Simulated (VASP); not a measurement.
A run of VASP 6.6.1 is set up as follows.

File INCAR:

```
SYSTEM = Hf2SiO4
ALGO = Normal ; EDIFF = 1E-6
EDIFFG = -0.01 ; ENCUT = 600
GGA = PE ; IBRION = 2
ISIF = 4 ; ISMEAR = 0
LASPH = .True. ; LCHARG = .False.
LREAL = .False. ; LWAVE = .False.
NELM = 100 ; NSW = 50
PREC = Accurate ; SIGMA = 0.1
```

The input KPOINTS:

```
k-points
0
Gamma
  12 12 2
  0 0 0
```

POSCAR

```
Hf2SiO4
1.0
    3.1716673617      0.0000000000      0.0000000000
   -1.5858336809      2.7467445076      0.0000000000
    0.0000000000      0.0000000000     15.7911305208
Hf Si O
2 1 4
Direct
    0.0000000000      0.0000000000      0.6719058367
    0.0000000000      0.0000000000      0.3280941633
    0.0000000000      0.0000000000      0.0000000000
    0.3333333333      0.6666666667      0.6097574187
    0.6666666667      0.3333333333      0.3902425813
    0.6666666667      0.3333333333      0.7340534043
    0.3333333333      0.6666666667      0.2659465957
```

Potentials or basis: VASP PAW PBE potentials, release 64 (Hf_pv, Si, O).

The run is started by

```bash
$ cat potpaw_PBE.64/Hf_pv/POTCAR potpaw_PBE.64/Si/POTCAR potpaw_PBE.64/O/POTCAR > POTCAR
$ mpirun -np 1 vasp_std > vasp.out
```

(1) Estimate the band gap on the k mesh.

## Answers

(1) zero (bands 24 and 25 overlap by 1.20 eV).

Caveat: spin-orbit coupling is left out, which moves the levels of the heavy elements.
